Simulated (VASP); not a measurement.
The system is Mg.

```xyz
2
Lattice="3.2093 0.0000 0.0000 -1.6046 2.7793 0.0000 0.0000 0.0000 5.2103" Properties=species:S:1:pos:R:3 pbc="T T T"
Mg    0.0000    1.8529    1.3026
Mg    1.6047    0.9264    3.9077
```

```yaml
Program: VASP 6.6.1
Task: relaxation of cell and atoms
Functional: r2SCAN
Potentials_or_basis: VASP PAW PBE potentials, release 64 (Mg)
Cutoff: 600 eV
k_mesh: 9 × 9 × 5
Occupations: methfessel-paxton, width 0.05 eV
Spin: no spin polarisation
```

At the start: pressure -1.3 GPa; volume 23.24 Å³/atom.

Task: Where does the relaxation end?

Result: Over 3 steps the energy falls by 3.6 meV/atom and the volume is 22.44 Å³/atom (-3.4 %); space group P6_3/mmc (No. 194, to 0.1 Å) before and after.

Step by step:
```csv
step,energy change (eV),largest force (eV/Å),pressure (GPa),volume (Å³)
1,0.0000,0.0000,-1.34,46.47
2,-0.0069,0.0000,-0.28,45.18
3,-0.0072,0.0000,-0.02,44.88
```

Final structure:
```
Mg
1.0
     3.16775    0.00000    0.00000
    -1.58388    2.74336    0.00000
     0.00000    0.00000    5.16413
Mg
2
Direct
  0.33333 0.66667 0.25000
  0.66667 0.33333 0.75000
```

Caveat: the PAW data sets were made with another functional, which shifts forces and pressure a little.
